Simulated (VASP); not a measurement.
# F (C2/m) in VASP: a series of runs, part 2 of 2

VASP 6.6.1. Earlier steps stand in the parts before.

## Step 4: Single point, PBEsol

The input, INCAR:

```
SYSTEM = F
ALGO = Normal
EDIFF = 1E-6
ENCUT = 520
GGA = PS
ISIF = 2
ISMEAR = 0
LASPH = .TRUE.
LCHARG = .TRUE.
LELF = .TRUE.
LREAL = .FALSE.
LVHAR = .TRUE.
LWAVE = .FALSE.
NBANDS = 22
NELM = 60
PREC = Accurate
SIGMA = 0.05
```

The input, KPOINTS:

```
k-points
0
G
  4 4 2
  0 0 0
```

The input, POSCAR:

```
F
1.0
    3.2121621389     -1.8461396707     -0.2477496550
    3.2121621389      1.8461396707     -0.2477496550
   -2.4153005499      0.0000000000      7.3932836948
F
4
Direct
    0.0848459664      0.0848459664      0.0860117137
    0.9151540336      0.9151540336      0.9139882863
    0.5015719855      0.5015719855      0.5937195244
    0.4984280145      0.4984280145      0.4062804756
```

Potentials or basis: VASP PAW PBE potentials, release 64 (F).

Run with:

```
cat potpaw_PBE.64/F/POTCAR > POTCAR
mpirun -np 1 vasp_std > vasp.out
```

OUTCAR:

```text
SYSTEM = F
   EDIFF = 1E-6
   ENCUT = 520
   GGA = PS
   ISIF = 2
   ISMEAR = 0
   LASPH = .TRUE.
   LREAL = .FALSE.
   NELM = 60
   PREC = Accurate

 ion  position               nearest neighbor table
   1  0.085  0.085  0.086-   2 1.37
   2  0.915  0.915  0.914-   1 1.37
   3  0.502  0.502  0.594-   4 1.45
   4  0.498  0.498  0.406-   3 1.45

  LATTYP: Found a base centered monoclinic cell.
 ALAT       =     6.4434045343
 B/A-ratio  =     0.5730323654
 C/A-ratio  =     1.2070962569
 COS(beta)  =    -0.3827161857

  Lattice vectors:

 A1 = (   3.2121621389,  -1.8461396707,  -0.2477496550)
 A2 = (   3.2121621389,   1.8461396707,  -0.2477496550)
 A3 = (  -2.4153005499,   0.0000000000,   7.3932836948)

Analysis of symmetry for initial positions (statically):
=====================================================================
 Subroutine PRICEL returns:
 Original cell was already a primitive cell.

 Routine SETGRP: Setting up the symmetry group for a
 base centered monoclinic supercell.

 Subroutine GETGRP returns: Found  4 space group operations
 (whereof  4 operations were pure point group operations)
 out of a pool of  4 trial point group operations.

The static configuration has the point symmetry C_2h.

Analysis of symmetry for dynamics (positions and initial velocities):
=====================================================================
 Subroutine PRICEL returns:
 Original cell was already a primitive cell.

 Routine SETGRP: Setting up the symmetry group for a
 base centered monoclinic supercell.

 Subroutine GETGRP returns: Found  4 space group operations
 (whereof  4 operations were pure point group operations)
 out of a pool of  4 trial point group operations.

The dynamic configuration has the point symmetry C_2h.

 Subroutine INISYM returns: Found  4 space group operations
 (whereof  4 operations are pure point group operations),
 and found     1 'primitive' translations

----------------------------------------------------------------------------------------

                                     Primitive cell

  volume of cell :      85.4764

  direct lattice vectors                    reciprocal lattice vectors
     3.212162139 -1.846139671 -0.247749655     0.159681904 -0.270835413  0.052166237
     3.212162139  1.846139671 -0.247749655     0.159681904  0.270835413  0.052166237
    -2.415300550  0.000000000  7.393283695     0.010701912  0.000000000  0.138754088

  length of vectors
     3.713165386  3.713165386  7.777809495     0.318702758  0.318702758  0.139166188

  position of ions in fractional coordinates (direct lattice)
     0.084845966  0.084845966  0.086011714
     0.915154034  0.915154034  0.913988286
     0.501571986  0.501571986  0.593719524
     0.498428014  0.498428014  0.406280476

  ion indices of the primitive-cell ions
   primitive index   ion index
                 1           1
                 2           2
                 3           3
                 4           4

[... 21 lines left out ...]
 Subroutine IBZKPT returns following result:
 ===========================================

 Found     14 irreducible k-points:

 Following reciprocal coordinates:
            Coordinates               Weight
  0.000000  0.000000  0.000000      1.000000
  0.250000  0.000000  0.000000      4.000000
  0.500000  0.000000  0.000000      2.000000
  0.250000  0.250000  0.000000      2.000000
  0.500000  0.250000  0.000000      4.000000
 -0.250000  0.250000  0.000000      2.000000
  0.500000  0.500000  0.000000      1.000000
  0.000000  0.000000  0.500000      1.000000
  0.250000  0.000000  0.500000      4.000000
  0.500000  0.000000  0.500000      2.000000
  0.250000  0.250000  0.500000      2.000000
  0.500000  0.250000  0.500000      4.000000
 -0.250000  0.250000  0.500000      2.000000
  0.500000  0.500000  0.500000      1.000000
   k-points           NKPTS =     14   k-points in BZ     NKDIM =     14   number of bands    NBANDS=     22
   number of dos      NEDOS =    301   number of ions     NIONS =      4
   total plane-waves  NPLWV =  47040
   dimension x,y,z NGX =    28 NGY =   28 NGZ =   60
   dimension x,y,z NGXF=    56 NGYF=   56 NGZF=  120
   ions per type =               4
   NGX,Y,Z   is equivalent  to a cutoff of  12.54, 12.54, 12.82 a.u.
   NGXF,Y,Z  is equivalent  to a cutoff of  25.07, 25.07, 25.65 a.u.
 SYSTEM =  F
   PREC   = accura    normal or accurate (medium, high low for compatibility)
   ISTART =      0    job   : 0-new  1-cont  2-samecut
   ICHARG =      2    charge: 1-file 2-atom 10-const
   ISPIN  =      1    spin polarized calculation?
   LNONCOLLINEAR =      F non collinear calculations
   LSORBIT =      F    spin-orbit coupling
   LASPH  =      T    aspherical Exc in radial PAW
   ENCUT  =  520.0 eV  38.22 Ry    6.18 a.u.   6.90  6.90 14.46*2*pi/ulx,y,z
   NELM   =     60;   NELMIN=  2; NELMDL= -5     # of ELM steps
   EDIFF  = 0.1E-05   stopping-criterion for ELM
   LREAL  =      F    real-space projection
   EDIFFG = 0.1E-04   stopping-criterion for IOM
   NSW    =      0    number of steps for IOM
   IBRION =     -1    ionic relax: 0-MD 1-quasi-New 2-CG
   NFREE  =      0    steps in history (QN), initial steepest desc. (CG)
   ISIF   =      2    stress and relaxation
   ISYM   =      2    0-nonsym 1-usesym 2-fastsym
   POTIM  = 0.5000    time-step for ionic-motion
   TEBEG  =    0.0;   TEEND  =   0.0 temperature during run
   PSTRESS=    0.0 pullay stress
   NELECT =      28.0000    total number of electrons
   NUPDOWN=      -1.0000    fix difference up-down
   EMIN   =  10.00;   EMAX   =-10.00  energy-range for DOS
   EFERMI =   0.00;   METHOD = LEGACY
   ISMEAR =     0;   SIGMA  =   0.05  broadening in eV -4-tet -1-fermi 0-gaus
   EFERMI_NEDOS =   21; number of points for ismear=-14 and -15
   IALGO  =     38    algorithm
   IMIX   =      4    mixing-type and parameters
     AMIX     =   0.40;   BMIX     =  1.00
     AMIX_MAG =   1.60;   BMIX_MAG =  1.00
  volume/ion in A,a.u.               =      21.37       144.21
  Fermi-wavevector in a.u.,A,eV,Ry     =   1.128527  2.132608 17.328027  1.273574
  Thomas-Fermi vector in A             =   2.265218
   LORBIT       =      0    0 simple, 1 ext, 2 COOP (PROOUT), +10 PAW based schemes
   GGA     = PS    functional components
   LHFCALC =     F    Hartree Fock is set to
   AEXX    =    0.0000 exact exchange contribution
   IVDW    =     0    specifies the selected vdW correction
   LEPSILON=     F    determine dielectric tensor
   LRPA    =     F    only Hartree local field effects (RPA)
 non-spin polarized calculation
 Gauss-broadening in eV      SIGMA  =   0.05
  energy-cutoff  :      520.00
  volume of cell :       85.48
 maximum number of plane-waves:      2320
   NGX = 13   NGY = 13   NGZ = 29

 number of electron      27.9999993 magnetization

 Free energy of the ion-electron system (eV)
  ---------------------------------------------------
  ext. energy  EPLUGINS =         0.00000000
  ---------------------------------------------------
  free energy    TOTEN  =        -7.72474808 eV

  energy without entropy =       -7.72474808  energy(sigma->0) =       -7.72474808

 E-fermi :  -5.8445     XC(G=0):  -6.3210

 val. band max:       -6.0934989810   @ k =   0.5000   0.5000   0.0000
 cond. band min:      -3.5832429813   @ k =   0.0000   0.0000   0.0000
 fundamental gap:      2.5102559997
 Fermi energy:        -5.8445244542

 k-point     1 :       0.0000    0.0000    0.0000
  band No.  band energies     occupation
      1     -31.6612      2.00000
      2     -30.5156      2.00000
      3     -24.7985      2.00000
      4     -24.2185      2.00000
      5     -12.7454      2.00000
      6     -12.1978      2.00000
[... 339 lines left out ...]
     21       8.2304      0.00000
     22       8.3799      0.00000

------------------------ aborting loop because EDIFF is reached ----------------------------------------

  FORCE on cell =-STRESS in cart. coord.  units (eV):
  Direction    XX          YY          ZZ          XY          YZ          ZX
  --------------------------------------------------------------------------------------
  -------------------------------------------------------------------------------------
  Total        0.2114094     -0.2775234      0.0155719      0.0000000      0.0000000      1.6642346
  in kB        3.9626771     -5.2019233      0.2918807      0.0000000      0.0000000     31.1945624
  external PRESSURE =      -0.3157885 kB  Pullay stress =       0.0000000 kB

 VOLUME and BASIS-vectors are now :
 -----------------------------------------------------------------------------
  energy-cutoff  :      520.00
  volume of cell :       85.48
      direct lattice vectors                 reciprocal lattice vectors
     3.212162139 -1.846139671 -0.247749655     0.159681904 -0.270835413  0.052166237
     3.212162139  1.846139671 -0.247749655     0.159681904  0.270835413  0.052166237
    -2.415300550  0.000000000  7.393283695     0.010701912  0.000000000  0.138754088

 POSITION                                       TOTAL-FORCE (eV/Angst)
 -----------------------------------------------------------------------------------
      0.33733      0.00000      0.59387         0.940854      0.000000      1.700634
      3.67169      0.00000      6.30392        -0.940854      0.000000     -1.700634
      1.78825      0.00000      4.14101         0.376717      0.000000     -1.230490
      2.22077      0.00000      2.75678        -0.376717      0.000000      1.230490
 -----------------------------------------------------------------------------------
    total drift:                                0.000000     -0.000000     -0.000000

  FREE ENERGIE OF THE ION-ELECTRON SYSTEM (eV)
  ---------------------------------------------------
  free  energy   TOTEN  =        -7.7247480753 eV

  energy  without entropy=       -7.7247480753  energy(sigma->0) =       -7.72474808
```

Run time: 9.9 s. Hardware: 1 thread of Intel Xeon 6975P-C (Granite Rapids), shared host; peak memory 0.19 GiB.

Results:

| Item | Value |
| --- | --- |
| Free energy | -7.7247 eV |
| Pressure | 0.0 GPa |
| Largest force | 1.944 eV/Å |
| Band gap on the k mesh | 2.51 eV, indirect (least direct gap 2.54 eV) |

Forces on the atoms (eV/Å):
```
F    0.941  0.000  1.701
F   -0.941  0.000 -1.701
F    0.377  0.000 -1.230
F   -0.377  0.000  1.230
```

Stress tensor (GPa, compression positive):
```
 0.40  0.00  3.12
 0.00 -0.52  0.00
 3.12  0.00  0.03
```

Levels at points of the mesh, in eV from the valence-band top:
```tsv
k point	band 11	band 12	band 13	band 14	band 15	band 16	band 17	band 18
(0.00, 0.00, 0.00)	-0.44	-0.36	-0.11	-0.03	2.51	4.06	8.37	10.83
(0.50, 0.00, 0.00)	-0.51	-0.45	-0.18	-0.09	2.63	4.06	12.06	12.12
(0.50, 0.50, 0.00)	-0.47	-0.39	-0.10	0.00	2.61	4.04	12.45	12.53
(0.00, 0.00, 0.50)	-0.45	-0.36	-0.12	-0.03	2.57	3.97	9.15	9.21
(0.50, 0.00, 0.50)	-0.54	-0.44	-0.16	-0.06	2.60	4.08	11.91	12.71
(0.50, 0.50, 0.50)	-0.50	-0.36	-0.12	-0.02	2.63	4.05	11.99	12.06
```

Caveat: the k points lie up to 0.50 Å⁻¹ apart; the PAW data sets were made with another functional, which shifts forces and pressure a little.

## Step 5: Single point, PBEsol

The input, INCAR:

```
SYSTEM = F
ALGO     = Normal         ! electronic algorithm
EDIFF    = 1E-7           ! SCF threshold, eV
ENCUT    = 520            ! plane-wave cutoff, eV
GGA      = PS             ! functional
ISIF     = 2              ! what is computed and relaxed
ISMEAR   = 0              ! smearing method
LASPH    = .True.         ! aspherical terms in the spheres
LCHARG   = .False.        ! write CHGCAR
LREAL    = .False.        ! projectors in reciprocal space
LWAVE    = .False.        ! write WAVECAR
NBANDS   = 22             ! bands
NELM     = 80             ! most SCF steps
PREC     = Accurate       ! precision mode
SIGMA    = 0.05           ! smearing width, eV
```

The input, KPOINTS:

```
k-points
0
Gamma
  4 4 2
  0 0 0
```

POSCAR: that of step 4 with these lines changed.

```diff
@@ -8,4 +8,4 @@
 Direct
-    0.0848459664      0.0848459664      0.0860117137
-    0.9151540336      0.9151540336      0.9139882863
+    0.0848459664      0.0848459664      0.0940038325
+    0.9151540336      0.9151540336      0.9059961675
     0.5015719855      0.5015719855      0.5937195244
```

Potentials or basis: VASP PAW PBE potentials, release 64 (F).

Run with:

```
cat potpaw_PBE.64/F/POTCAR > POTCAR
mpirun -np 1 vasp_std > vasp.out
```

OUTCAR:

```text
SYSTEM = F
   EDIFF = 1E-7
   ENCUT = 520
   GGA = PS
   ISIF = 2
   ISMEAR = 0
   LASPH = .True.
   LREAL = .False.
   NELM = 80
   PREC = Accurate

 ion  position               nearest neighbor table
   1  0.085  0.085  0.094-   2 1.45
   2  0.915  0.915  0.906-   1 1.45
   3  0.502  0.502  0.594-   4 1.45
   4  0.498  0.498  0.406-   3 1.45

  LATTYP: Found a base centered monoclinic cell.
 ALAT       =     6.4434045343
 B/A-ratio  =     0.5730323654
 C/A-ratio  =     1.2070962569
 COS(beta)  =    -0.3827161857

  Lattice vectors:

 A1 = (   3.2121621389,  -1.8461396707,  -0.2477496550)
 A2 = (   3.2121621389,   1.8461396707,  -0.2477496550)
 A3 = (  -2.4153005499,   0.0000000000,   7.3932836948)

Analysis of symmetry for initial positions (statically):
=====================================================================
 Subroutine PRICEL returns:
 Original cell was already a primitive cell.

 Routine SETGRP: Setting up the symmetry group for a
[... 157 lines left out ...]
  free energy    TOTEN  =        -7.74247328 eV

  energy without entropy =       -7.74247328  energy(sigma->0) =       -7.74247328

 E-fermi :  -6.0469     XC(G=0):  -6.3529

 val. band max:       -6.3651457481   @ k =   0.5000   0.5000   0.0000
 cond. band min:      -3.8416706938   @ k =   0.0000   0.0000   0.0000
 fundamental gap:      2.5234750543
 Fermi energy:        -6.0469364022

 k-point     1 :       0.0000    0.0000    0.0000
  band No.  band energies     occupation
      1     -30.5886      2.00000
      2     -30.4408      2.00000
      3     -24.9024      2.00000
      4     -24.7094      2.00000
      5     -12.5313      2.00000
      6     -12.0766      2.00000
[... 339 lines left out ...]
     21       8.2615      0.00000
     22       8.3420      0.00000

------------------------ aborting loop because EDIFF is reached ----------------------------------------

  FORCE on cell =-STRESS in cart. coord.  units (eV):
  Direction    XX          YY          ZZ          XY          YZ          ZX
  --------------------------------------------------------------------------------------
  -------------------------------------------------------------------------------------
  Total       -0.8238163     -0.2792820     -3.5364006      0.0000000      0.0000000     -0.2334342
  in kB      -15.4416868     -5.2348866    -66.2866107      0.0000000      0.0000000     -4.3755114
  external PRESSURE =     -28.9877280 kB  Pullay stress =       0.0000000 kB

 VOLUME and BASIS-vectors are now :
 -----------------------------------------------------------------------------
  energy-cutoff  :      520.00
  volume of cell :       85.48
      direct lattice vectors                 reciprocal lattice vectors
     3.212162139 -1.846139671 -0.247749655     0.159681904 -0.270835413  0.052166237
     3.212162139  1.846139671 -0.247749655     0.159681904  0.270835413  0.052166237
    -2.415300550  0.000000000  7.393283695     0.010701912  0.000000000  0.138754088

 POSITION                                       TOTAL-FORCE (eV/Angst)
 -----------------------------------------------------------------------------------
      0.31803      0.00000      0.65296        -0.558524      0.000000     -1.138217
      3.69099      0.00000      6.24483         0.558524      0.000000      1.138217
      1.78825      0.00000      4.14101         0.390468      0.000000     -1.220186
      2.22077      0.00000      2.75678        -0.390468      0.000000      1.220186
 -----------------------------------------------------------------------------------
    total drift:                                0.000000      0.000000     -0.000000

  FREE ENERGIE OF THE ION-ELECTRON SYSTEM (eV)
  ---------------------------------------------------
  free  energy   TOTEN  =        -7.7424732848 eV

  energy  without entropy=       -7.7424732848  energy(sigma->0) =       -7.74247328
```

OSZICAR:

```text
N       E                     dE             d eps       ncg     rms          rms(c)
DAV:   1     0.179134247426E+03    0.17913E+03   -0.15033E+04   624   0.115E+03
DAV:   2     0.226450668190E+00   -0.17891E+03   -0.17225E+03   868   0.275E+02
DAV:   3    -0.939513325836E+01   -0.96216E+01   -0.95743E+01   712   0.627E+01
DAV:   4    -0.945748272124E+01   -0.62349E-01   -0.62345E-01   670   0.597E+00
DAV:   5    -0.945788946074E+01   -0.40674E-03   -0.40674E-03   706   0.463E-01    0.111E+01
DAV:   6    -0.818077739543E+01    0.12771E+01   -0.42337E-01   640   0.646E+00    0.629E+00
DAV:   7    -0.774395917107E+01    0.43682E+00   -0.57912E-01   628   0.712E+00    0.649E-01
DAV:   8    -0.774225364393E+01    0.17055E-02   -0.75401E-02   676   0.193E+00    0.117E-01
DAV:   9    -0.774235081213E+01   -0.97168E-04   -0.90065E-04   682   0.229E-01    0.702E-02
DAV:  10    -0.774246856646E+01   -0.11775E-03   -0.26777E-04   658   0.131E-01    0.253E-02
DAV:  11    -0.774247360262E+01   -0.50362E-05   -0.30487E-05   664   0.538E-02    0.640E-03
DAV:  12    -0.774247337593E+01    0.22669E-06   -0.36171E-06   682   0.172E-02    0.259E-03
DAV:  13    -0.774247328478E+01    0.91145E-07   -0.66826E-07   676   0.766E-03
   1 F= -.77424733E+01 E0= -.77424733E+01  d E =-.226524E-20
```

stdout:

```text
POSCAR found type information on POSCAR F
 POSCAR found :  1 types and       4 ions
 scaLAPACK will be used
 -----------------------------------------------------------------------------
|                                                                             |
|                                                                             |
|     You enforced a specific xc type in the INCAR file but a different       |
|     I HOPE YOU KNOW WHAT YOU ARE DOING!                                     |
|                                                                             |
 -----------------------------------------------------------------------------

 LDA part: xc-table for (Slater+PW92), standard interpolation
 POSCAR, INCAR and KPOINTS ok, starting setup
 FFT: planning ... GRIDC
 FFT: planning ... GRID_SOFT
 FFT: planning ... GRID
 WAVECAR not read
 entering main loop
```

It took 9.9 s on 1 thread of Intel Xeon 6975P-C (Granite Rapids), shared host; peak memory 0.19 GiB.

Results:

```
Free energy            : -7.7425 eV
Pressure               : -2.9 GPa
Largest force          : 1.281 eV/Å
Band gap on the k mesh : 2.52 eV, indirect (least direct gap 2.59 eV)
```

Forces in eV/Å, atoms in the order of the input:
```
F   -0.559  0.000 -1.138
F    0.559  0.000  1.138
F    0.390  0.000 -1.220
F   -0.390  0.000  1.220
```

Caveat: the k points lie up to 0.50 Å⁻¹ apart; the PAW data sets were made with another functional, which shifts forces and pressure a little.
